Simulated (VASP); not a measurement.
# SrMg in VASP: further runs

The runs below take SrMg through single point, with r2SCAN.

Everything below comes from runs of VASP 6.6.1. Logs are shortened: lines on timing, memory, paths and dates and some standing lists are left out, and cuts for length are marked.

## 1. The cell of the first run

The cell holds a slab with vacuum, 4 atoms: a = 5.589 Å, b = 4.052 Å, c = 18.678 Å, α = 90.00°, β = 90.00°, γ = 90.00°.

## 2. Single point, r2SCAN

Input file POSCAR:

```
SrMg
1.0
    5.5893800000      0.0000000000      0.0000000000
    0.0000000000      4.0516743400      0.0000000000
    0.0000000000      0.0000000000     18.6784705216
Sr Mg
2 2
Direct
    0.0000000000      0.0000000000      0.3747630188
    0.0000000000      0.5000000000      0.5626184910
    0.5000000000      0.5000000050      0.4373815090
    0.5000000000      0.0000000050      0.6252369812
```

Input file INCAR.step1:

```
PREC = Accurate ; ENCUT = 520
ISMEAR = -1 ; SIGMA = 0.1
LREAL = F ; LASPH = T
NELM = 100 ; LDIPOL = T
IDIPOL = 3 ; DIPOL = 0.5 0.5 0.500
NBANDS = 20 ; EFIELD = -0.05
GGA = PE ; ALGO = Normal
EDIFF = 1E-4 ; LWAVE = T
LCHARG = F
```

Input file INCAR.step2:

```
PREC = Accurate ; ENCUT = 520
EDIFF = 1E-7 ; ISMEAR = -1
SIGMA = 0.1 ; LREAL = F
LASPH = T ; NELM = 100
ALGO = Normal ; ISIF = 2
LWAVE = F ; LCHARG = F
LDIPOL = T ; IDIPOL = 3
DIPOL = 0.5 0.5 0.500 ; METAGGA = R2SCAN
LMIXTAU = T ; NBANDS = 20
EFIELD = -0.05 ; ISTART = 1
```

Input file KPOINTS:

```
Automatic mesh
0
Gamma
  3 4 1
```

Potentials or basis: VASP PAW PBE potentials, release 64 (Sr_sv, Mg).

On the command line:

```bash
> cat potpaw_PBE.64/Sr_sv/POTCAR potpaw_PBE.64/Mg/POTCAR > POTCAR
> cp INCAR.step1 INCAR
> mpirun -np 1 vasp_std > vasp.out
> cp INCAR.step2 INCAR
> mpirun -np 1 vasp_std > vasp.out
```

OUTCAR:

```text
PREC = Accurate
   ENCUT = 520
   EDIFF = 1E-7
   ISMEAR = -1
   LREAL = F
   LASPH = T
   NELM = 100
   ISIF = 2
   METAGGA = R2SCAN
   ISTART = 1

 ion  position               nearest neighbor table
   1  0.000  0.000  0.375-   3 3.64   3 3.64   3 3.64   3 3.64   2 4.05   2 4.05
   2  0.000  0.500  0.563-   4 3.64   4 3.64   3 3.64   3 3.64   4 3.64   4 3.64   1 4.05   1 4.05

   3  0.500  0.500  0.437-   1 3.64   1 3.64   2 3.64   2 3.64   1 3.64   1 3.64
   4  0.500  0.000  0.625-   2 3.64   2 3.64   2 3.64   2 3.64

  LATTYP: Found a simple orthorhombic cell.
 ALAT       =     4.0516743400
 B/A-ratio  =     1.3795235083
 C/A-ratio  =     4.6100621507

  Lattice vectors:

 A1 = (   0.0000000000,  -4.0516743400,   0.0000000000)
 A2 = (   5.5893800000,   0.0000000000,   0.0000000000)
 A3 = (   0.0000000000,   0.0000000000,  18.6784705216)

Analysis of symmetry for initial positions (statically):
=====================================================================
 Subroutine PRICEL returns:
 Original cell was already a primitive cell.

 Routine SETGRP: Setting up the symmetry group for a
 simple orthorhombic supercell.

 Subroutine GETGRP returns: Found  4 space group operations
 (whereof  4 operations were pure point group operations)
 out of a pool of  8 trial point group operations.

The static configuration has the point symmetry C_2v.

Analysis of symmetry for dynamics (positions and initial velocities):
=====================================================================
 An external electric field (EFIELD) may reduce the allowed symmetry operations
 Subroutine PRICEL returns:
 Original cell was already a primitive cell.

 Routine SETGRP: Setting up the symmetry group for a
 simple orthorhombic supercell.

 Subroutine GETGRP returns: Found  4 space group operations
 (whereof  4 operations were pure point group operations)
 out of a pool of  8 trial point group operations.

The dynamic configuration has the point symmetry C_2v.

 Subroutine INISYM returns: Found  4 space group operations
 (whereof  4 operations are pure point group operations),
 and found     1 'primitive' translations

----------------------------------------------------------------------------------------

                                     Primitive cell

  volume of cell :     422.9991

  direct lattice vectors                    reciprocal lattice vectors
     5.589380000  0.000000000  0.000000000     0.178910720  0.000000000  0.000000000
     0.000000000  4.051674340  0.000000000     0.000000000  0.246811544  0.000000000
     0.000000000  0.000000000 18.678470522     0.000000000  0.000000000  0.053537574

  length of vectors
     5.589380000  4.051674340 18.678470522     0.178910720  0.246811544  0.053537574

  position of ions in fractional coordinates (direct lattice)
     0.000000000  0.000000000  0.374763019
     0.000000000  0.500000000  0.562618491
     0.500000000  0.500000005  0.437381509
     0.500000000  0.000000005  0.625236981

  ion indices of the primitive-cell ions
   primitive index   ion index
                 1           1
                 2           2
                 3           3
                 4           4

----------------------------------------------------------------------------------------

 KPOINTS: Automatic mesh

Automatic generation of k-mesh.
 Grid dimensions read from file:
 generate k-points for:    3    4    1

 Generating k-lattice:

  Cartesian coordinates                     Fractional coordinates (reciprocal lattice)
     0.059636907  0.000000000  0.000000000     0.333333333  0.000000000  0.000000000
     0.000000000  0.061702886  0.000000000     0.000000000  0.250000000  0.000000000
     0.000000000  0.000000000  0.053537574     0.000000000  0.000000000  1.000000000

  Length of vectors
     0.059636907  0.061702886  0.053537574

  Shift w.r.t. Gamma in fractional coordinates (k-lattice)
     0.000000000  0.000000000  0.000000000

 Subroutine IBZKPT returns following result:
 ===========================================

 Found      6 irreducible k-points:

 Following reciprocal coordinates:
            Coordinates               Weight
  0.000000  0.000000  0.000000      1.000000
  0.333333  0.000000  0.000000      2.000000
  0.000000  0.250000  0.000000      2.000000
  0.333333  0.250000  0.000000      4.000000
  0.000000  0.500000  0.000000      1.000000
  0.333333  0.500000  0.000000      2.000000
   k-points           NKPTS =      6   k-points in BZ     NKDIM =      6   number of bands    NBANDS=     20
   number of dos      NEDOS =    301   number of ions     NIONS =      4
   total plane-waves  NPLWV = 176400
   dimension x,y,z NGX =    42 NGY =   30 NGZ =  140
   dimension x,y,z NGXF=    84 NGYF=   60 NGZF=  280
   ions per type =               2   2
   NGX,Y,Z   is equivalent  to a cutoff of  12.49, 12.31, 12.46 a.u.
   NGXF,Y,Z  is equivalent  to a cutoff of  24.98, 24.62, 24.92 a.u.
 SYSTEM =  unknown system
   PREC   = accura    normal or accurate (medium, high low for compatibility)
   ISTART =      1    job   : 0-new  1-cont  2-samecut
   ICHARG =      0    charge: 1-file 2-atom 10-const
   ISPIN  =      1    spin polarized calculation?
   LNONCOLLINEAR =      F non collinear calculations
   LSORBIT =      F    spin-orbit coupling
   LASPH  =      T    aspherical Exc in radial PAW
   ENCUT  =  520.0 eV  38.22 Ry    6.18 a.u.  10.39  7.53 34.73*2*pi/ulx,y,z
   NELM   =    100;   NELMIN=  2; NELMDL=  0     # of ELM steps
   EDIFF  = 0.1E-06   stopping-criterion for ELM
   LREAL  =      F    real-space projection
   EDIFFG = 0.1E-05   stopping-criterion for IOM
   NSW    =      0    number of steps for IOM
   IBRION =     -1    ionic relax: 0-MD 1-quasi-New 2-CG
   NFREE  =      0    steps in history (QN), initial steepest desc. (CG)
   ISIF   =      2    stress and relaxation
   ISYM   =      2    0-nonsym 1-usesym 2-fastsym
   POTIM  = 0.5000    time-step for ionic-motion
   TEBEG  =    0.0;   TEEND  =   0.0 temperature during run
   PSTRESS=    0.0 pullay stress
   NELECT =      24.0000    total number of electrons
   NUPDOWN=      -1.0000    fix difference up-down
   EMIN   =  10.00;   EMAX   =-10.00  energy-range for DOS
   EFERMI =   0.00;   METHOD = LEGACY
   ISMEAR =    -1;   SIGMA  =   0.10  broadening in eV -4-tet -1-fermi 0-gaus
   EFERMI_NEDOS =   21; number of points for ismear=-14 and -15
   IALGO  =     38    algorithm
   IMIX   =      4    mixing-type and parameters
     AMIX     =   0.40;   BMIX     =  1.00
     AMIX_MAG =   1.60;   BMIX_MAG =  1.00
  volume/ion in A,a.u.               =     105.75       713.63
  Fermi-wavevector in a.u.,A,eV,Ry     =   0.629070  1.188769  5.384215  0.395729
  Thomas-Fermi vector in A             =   1.691232
   LORBIT       =      0    0 simple, 1 ext, 2 COOP (PROOUT), +10 PAW based schemes
   METAGGA = R2SCAN    functional components
   LHFCALC =     F    Hartree Fock is set to
   AEXX    =    0.0000 exact exchange contribution
   IVDW    =     0    specifies the selected vdW correction
   LEPSILON=     F    determine dielectric tensor
   LRPA    =     F    only Hartree local field effects (RPA)
 non-spin polarized calculation
  energy-cutoff  :      520.00
  volume of cell :      423.00
 maximum number of plane-waves:     11415
 NGX is ok and might be reduce to    42
   NGX = 21   NGY = 15   NGZ = 69

 number of electron      24.0000000 magnetization

 dipolmoment           0.000000      0.000000      0.067048 electrons x Angstroem

 Free energy of the ion-electron system (eV)
  ---------------------------------------------------
  ext. energy  EPLUGINS =         0.00000000
  ---------------------------------------------------
  free energy    TOTEN  =       -36.70453774 eV

  energy without entropy =      -36.54822528  energy(sigma->0) =      -36.62638151

 E-fermi :  -1.2463     XC(G=0):  -3.8866

 val. band max:       -1.2917347695   @ k =   0.3333   0.5000   0.0000
 cond. band min:      -1.1672110106   @ k =   0.0000   0.0000   0.0000
 fundamental gap:      0.1245237589
 Fermi energy:        -1.2462863617

 k-point     1 :       0.0000    0.0000    0.0000
  band No.  band energies     occupation
      1     -39.4920      2.00000
      2     -39.0950      2.00000
      3     -20.9539      2.00000
      4     -20.8345      2.00000
      5     -20.7005      2.00000
      6     -20.4765      2.00000
      7     -20.4538      2.00000
      8     -20.3970      2.00000
      9      -5.7827      2.00000
     10      -4.3519      2.00000
     11      -1.9823      1.99873
     12      -1.1672      0.62401
     13      -1.0090      0.17055
     14      -0.5541      0.00197
     15      -0.3971      0.00041
     16      -0.0051      0.00001
     17       0.5160      0.00000
     18       1.6151      0.00000
     19       1.7213      0.00000
     20       1.9671      0.00000

 k-point     2 :       0.3333    0.0000    0.0000
  band No.  band energies     occupation
      1     -39.4919      2.00000
      2     -39.0949      2.00000
      3     -20.9535      2.00000
      4     -20.8396      2.00000
      5     -20.7003      2.00000
      6     -20.4760      2.00000
      7     -20.4599      2.00000
      8     -20.3967      2.00000
      9      -5.1990      2.00000
     10      -3.8560      2.00000
     11      -3.1889      2.00000
     12      -2.0892      1.99956
     13      -1.3545      1.49387
     14      -0.1343      0.00003
     15      -0.1097      0.00002
     16       0.5513      0.00000
     17       0.8536      0.00000
     18       1.2276      0.00000
     19       1.8716      0.00000
     20       1.9928      0.00000

 k-point     3 :       0.0000    0.2500    0.0000
  band No.  band energies     occupation
      1     -39.4869      2.00000
      2     -39.0899      2.00000
      3     -20.9420      2.00000
      4     -20.8242      2.00000
      5     -20.7953      2.00000
      6     -20.4886      2.00000
      7     -20.4676      2.00000
      8     -20.4434      2.00000
      9      -5.1186      2.00000
     10      -3.7072      2.00000
     11      -1.5040      1.85870
     12      -0.9293      0.08061
     13      -0.9116      0.06798
     14      -0.5875      0.00275
     15      -0.1963      0.00006
     16      -0.1369      0.00003
     17       0.5578      0.00000
     18       1.0588      0.00000
     19       1.2159      0.00000
     20       1.8648      0.00000

 k-point     4 :       0.3333    0.2500    0.0000
  band No.  band energies     occupation
      1     -39.4868      2.00000
      2     -39.0898      2.00000
      3     -20.9416      2.00000
      4     -20.8289      2.00000
      5     -20.7948      2.00000
      6     -20.4881      2.00000
      7     -20.4671      2.00000
      8     -20.4490      2.00000
      9      -4.6186      2.00000
     10      -3.3175      2.00000
     11      -2.5671      2.00000
     12      -1.3732      1.56118
     13      -1.1010      0.37920
     14      -0.5539      0.00197
     15       0.0588      0.00000
     16       0.1071      0.00000
     17       0.5298      0.00000
     18       0.8802      0.00000
     19       1.3092      0.00000
     20       1.8960      0.00000

 k-point     5 :       0.0000    0.5000    0.0000
  band No.  band energies     occupation
      1     -39.4818      2.00000
      2     -39.0847      2.00000
      3     -20.9308      2.00000
      4     -20.8866      2.00000
      5     -20.8140      2.00000
      6     -20.5765      2.00000
      7     -20.4605      2.00000
      8     -20.4330      2.00000
      9      -3.5036      2.00000
     10      -3.1265      2.00000
     11      -2.1463      1.99975
     12      -1.7497      1.98707
     13      -0.8088      0.02488
     14      -0.5919      0.00287
     15      -0.5398      0.00171
     16      -0.2677      0.00011
     17       0.8101      0.00000
     18       1.1387      0.00000
     19       1.7363      0.00000
     20       1.7925      0.00000

 k-point     6 :       0.3333    0.5000    0.0000
  band No.  band energies     occupation
      1     -39.4817      2.00000
      2     -39.0847      2.00000
      3     -20.9305      2.00000
      4     -20.8859      2.00000
      5     -20.8181      2.00000
      6     -20.5757      2.00000
      7     -20.4601      2.00000
      8     -20.4380      2.00000
      9      -3.1958      2.00000
     10      -3.0651      2.00000
     11      -1.7084      1.98051
     12      -1.6062      1.94678
     13      -1.2917      1.22341
     14      -0.8893      0.05479
     15      -0.3012      0.00016
     16      -0.0852      0.00002
     17       0.4867      0.00000
     18       0.7250      0.00000
     19       1.5758      0.00000
     20       1.8070      0.00000

------------------------ aborting loop because EDIFF is reached ----------------------------------------

 vacuum level on the upper side and lower side of the slab       (xc-potential included)         0.651        -1.014

  FORCE on cell =-STRESS in cart. coord.  units (eV):
  Direction    XX          YY          ZZ          XY          YZ          ZX
  --------------------------------------------------------------------------------------
  -------------------------------------------------------------------------------------
  Total       -1.3024184     -0.4774817      1.0109327      0.0000000      0.0000000      0.0000000
  in kB       -4.9331196     -1.8085388      3.8290705      0.0000000      0.0000000      0.0000000
  external PRESSURE =      -0.9708626 kB  Pullay stress =       0.0000000 kB

 VOLUME and BASIS-vectors are now :
 -----------------------------------------------------------------------------
  energy-cutoff  :      520.00
  volume of cell :      423.00
      direct lattice vectors                 reciprocal lattice vectors
     5.589380000  0.000000000  0.000000000     0.178910720  0.000000000  0.000000000
     0.000000000  4.051674340  0.000000000     0.000000000  0.246811544  0.000000000
     0.000000000  0.000000000 18.678470522     0.000000000  0.000000000  0.053537574

 POSITION                                       TOTAL-FORCE (eV/Angst)
 -----------------------------------------------------------------------------------
      0.00000      0.00000      7.00000         0.000000      0.000000     -0.365903
      0.00000      2.02584     10.50885         0.000000      0.000000      0.387093
      2.79469      2.02584      8.16962         0.000000      0.000000      0.069362
      2.79469      0.00000     11.67847         0.000000      0.000000     -0.090551
 -----------------------------------------------------------------------------------
    total drift:                                0.000000      0.000000     -0.000619

  FREE ENERGIE OF THE ION-ELECTRON SYSTEM (eV)
  ---------------------------------------------------
  free  energy   TOTEN  =       -36.7045377371 eV

  energy  without entropy=      -36.5482252833  energy(sigma->0) =      -36.62638151

 vacuum level on the upper side and lower side of the slab         2.556         0.890
```

It took 5.7 min on 1 thread of Intel Xeon 6975P-C (Granite Rapids), shared host; peak memory 0.49 GiB.

Results:

| Property | Result |
| --- | --- |
| Free energy | -36.7045 eV |
| Largest force | 0.387 eV/Å |
| Band gap on the k mesh | zero (bands 12 and 13 overlap by 0.43 eV) |

Forces on the atoms (eV/Å):
```
Sr   0.000  0.000 -0.366
Sr   0.000  0.000  0.387
Mg   0.000  0.000  0.069
Mg   0.000  0.000 -0.091
```

Levels at points of the mesh, in eV from the Fermi level:
```
           k point  band 8  band 9  band 10  band 11  band 12  band 13  band 14  band 15  band 16  band 17
(0.00, 0.00, 0.00)  -19.15   -4.54    -3.11    -0.74     0.08     0.24     0.69     0.85     1.24     1.76
(0.00, 0.50, 0.00)  -19.19   -2.26    -1.88    -0.90    -0.50     0.44     0.65     0.71     0.98     2.06
```

Caveat: the k points lie up to 0.39 Å⁻¹ apart; the PAW data sets were made with another functional, which shifts forces and pressure a little.

[end of part 1 of 2]
